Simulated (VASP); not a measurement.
A run of VASP 6.6.1 is set up as follows.

The input INCAR:

```
SYSTEM = ZnCuC6N6
PREC = Accurate
ENCUT = 520
EDIFF = 1E-6
ISMEAR = 0
SIGMA = 0.1
LREAL = .False.
LASPH = .True.
NELM = 150
ALGO = Normal
ISIF = 2
LWAVE = .False.
LCHARG = .True.
ISPIN = 2
MAGMOM = 0 1 0 0 0 0 0 0 0 0 0 0 0 0
LORBIT = 11
LMAXMIX = 4
GGA = PE
LELF = .True.
LVHAR = .True.
NBANDS = 56
```

Contents of KPOINTS:

```
Automatic mesh
0
Gamma
  4 4 4
  0 0 0
```

POSCAR

```
ZnCuC6N6
1.0
    0.0000000000      5.2854256703      5.2854256703
    5.2854256703      0.0000000000      5.2854256703
    5.2854256703      5.2854256703      0.0000000000
Zn Cu C N
1 1 6 6
Direct
    0.0000000000      0.0000000000      0.0000000000
    0.5000000000      0.5000000000      0.5000000000
    0.7989230329      0.2010769671      0.2010769671
    0.2010769671      0.7989230329      0.2010769671
    0.2010769671      0.2010769671      0.7989230329
    0.2010769671      0.7989230329      0.7989230329
    0.7989230329      0.2010769671      0.7989230329
    0.7989230329      0.7989230329      0.2010769671
    0.6887048475      0.3112951525      0.3112951525
    0.3112951525      0.6887048475      0.3112951525
    0.3112951525      0.3112951525      0.6887048475
    0.3112951525      0.6887048475      0.6887048475
    0.6887048475      0.3112951525      0.6887048475
    0.6887048475      0.6887048475      0.3112951525
```

Potentials or basis: VASP PAW PBE potentials, release 64 (Zn, Cu, C, N).

Run with:

```sh
$ cat potpaw_PBE.64/Zn/POTCAR potpaw_PBE.64/Cu/POTCAR potpaw_PBE.64/C/POTCAR potpaw_PBE.64/N/POTCAR > POTCAR
$ mpirun -np 1 vasp_std > vasp.out
```

Problem. Estimate the largest force.

Solution. 0.420 eV/Å.

Problem. Predict the band gap on the k mesh.

Solution. Zero (filled and empty bands overlap).

Forces on the atoms (eV/Å):
```
Zn   0.000  0.000  0.000
Cu   0.000  0.000  0.000
C   -0.420  0.000  0.000
C    0.000 -0.420  0.000
C    0.000  0.000 -0.420
C    0.420  0.000  0.000
C    0.000  0.420  0.000
C    0.000  0.000  0.420
N    0.408  0.000  0.000
N    0.000  0.408  0.000
N    0.000  0.000  0.408
N   -0.408  0.000  0.000
N    0.000 -0.408  0.000
N    0.000  0.000 -0.408
```

Caveat: a cell with one magnetic atom can't hold antiferromagnetic order, which such compounds often take. With open d or f shells a metallic result of PBE can be an artefact of self-interaction; +U or a hybrid may open a gap.
